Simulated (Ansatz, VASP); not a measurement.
# CsO: VASP beside Ansatz

File INCAR:

```
PREC = Accurate
ENCUT = 520
EDIFF = 1E-6
ISMEAR = 0
SIGMA = 0.05
LREAL = F
LASPH = T
NELM = 80
ALGO = Normal
ISIF = 2
LWAVE = F
LCHARG = F
NBANDS = 23
```

KPOINTS

```
regular mesh
0
Gamma
  8 8 8
```

The input POSCAR:

```
CsO
1.0
   -2.2690500000      3.3757500000      3.8524625000
    2.2690500000     -3.3757500000      3.8524625000
    2.2690500000      3.3757500000     -3.8524625000
Cs O
2 2
Direct
    0.2500000000      0.2500000000      0.0000000000
    0.7500000000      0.7500000000      0.0000000000
    0.6200000000      0.0000000000      0.6200000000
    0.3800000000      0.0000000000      0.3800000000
```

Input for Ansatz:

```yaml
crystal:
  lattice:
    - [-2.26905, 3.37575, 3.8524625]
    - [2.26905, -3.37575, 3.8524625]
    - [2.26905, 3.37575, -3.8524625]
  atoms:
    - { symbol: Cs, position: [0.25, 0.25, 0.0] }
    - { symbol: Cs, position: [0.75, 0.75, 0.0] }
    - { symbol: O, position: [0.62, 0.0, 0.62] }
    - { symbol: O, position: [0.38, 0.0, 0.38] }
basis:
  ecutwfc: 420
kpoints:
  mp_grid: { grid: [8, 8, 8] }
hamiltonian:
  xc: lda
scf:
  occupations: { method: gaussian, width: 0.05 }
output:
  forces: true
  stress: true
  eigenvalues: true
```

Change from the starting cell: strain +0.050 along x and y, +0.025 along z, atoms carried along.

Alike in both runs: task single point; functional LDA; k mesh 8 × 8 × 8; occupations gaussian, width 0.05 eV; no spin polarisation.

```csv
,VASP,Ansatz
version,VASP 6.6.1,Ansatz 0.2.0
potentials or method,"VASP PAW LDA potentials, release 64 (Cs_sv, O), cutoff 520 eV","scalar-relativistic, plane waves, PAW"
valence electrons in the cell,30,30
```

```csv
,VASP,Ansatz,Ansatz less VASP
gap on the k mesh at the Fermi level (eV),1.38,1.39,+0.008
least direct gap on the mesh (eV),1.49,1.50,+0.010
pressure (GPa),-5.8,-6.0,-0.16
"traceless stress, the component that is largest in VASP (GPa)",-2.33,-2.44,-0.107
rms of the force components (eV/Å),0.804,0.851,+0.0476
```

LDA's correlation is that of Perdew and Zunger in VASP and of Perdew and Wang (1992) in Ansatz. Atom by atom the forces differ by 0.048 eV/Å (rms over components).

Spin-orbit coupling is off throughout.
